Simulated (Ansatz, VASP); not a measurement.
## One calculation of TePb, two programs

File INCAR:

```
SYSTEM = TePb
ALGO = Normal
EDIFF = 1E-7
ENCUT = 520
GGA = PE
GGA_COMPAT = .FALSE.
ISIF = 2
ISMEAR = 0
LASPH = .TRUE.
LCHARG = .FALSE.
LORBIT = 11
LORBMOM = .TRUE.
LREAL = .FALSE.
LSORBIT = .TRUE.
LWAVE = .FALSE.
MAGMOM = 0 0 0 0 0 0
NBANDS = 32
NELM = 150
PREC = Accurate
SIGMA = 0.01
```

Contents of KPOINTS:

```
k-points
0
G
  12 12 12
  0 0 0
```

File POSCAR:

```
TePb
1.0
    0.0000000000      3.2310000000      3.2310000000
    3.2310000000      0.0000000000      3.2310000000
    3.2310000000      3.2310000000      0.0000000000
Te Pb
1 1
Direct
    0.5000000000      0.5000000000      0.5000000000
    0.0000000000      0.0000000000      0.0000000000
```

Input for Ansatz:

```yaml
crystal:
  lattice:
    - [0.0, 3.231, 3.231]
    - [3.231, 0.0, 3.231]
    - [3.231, 3.231, 0.0]
  atoms:
    - { symbol: Te, position: [0.5, 0.5, 0.5] }
    - { symbol: Pb, position: [0.0, 0.0, 0.0] }
scf:
  occupations: { method: fixed }
output:
  forces: true
  stress: true
  eigenvalues: true
  eigenstates: { kpoints: [[0.5, 0.5, 0.5], [0, 0, 0]], e_range: [-3, 3] }
  write_density: true
  write_potential: true
  elf: true
  volumetric_format: npy
kpoints:
  mp_grid: { grid: [12, 12, 12] }
magnetization:
  noncollinear: true
  spin_orbit: true
```

Alike in both runs: task single point; functional PBE; k mesh 12 × 12 × 12; non-collinear spin, spin-orbit coupling.

|  | VASP | Ansatz |
| --- | --- | --- |
| version | VASP 6.6.1 | Ansatz 0.2.0 |
| potentials or method | VASP PAW PBE potentials, release 64 (Te, Pb_d) | plane waves, PAW |
| plane-wave cutoff (eV) | 520 | 420 |
| occupations | gaussian, width 0.01 eV | fixed |
| valence electrons in the cell | 20 | 30 |

```csv
,VASP,Ansatz,Ansatz less VASP
pressure (GPa),2.0,1.9,-0.08
```

VASP's potentials hold 20 valence electrons a cell and Ansatz's 30, so a difference there can come from the potentials and not from the codes.
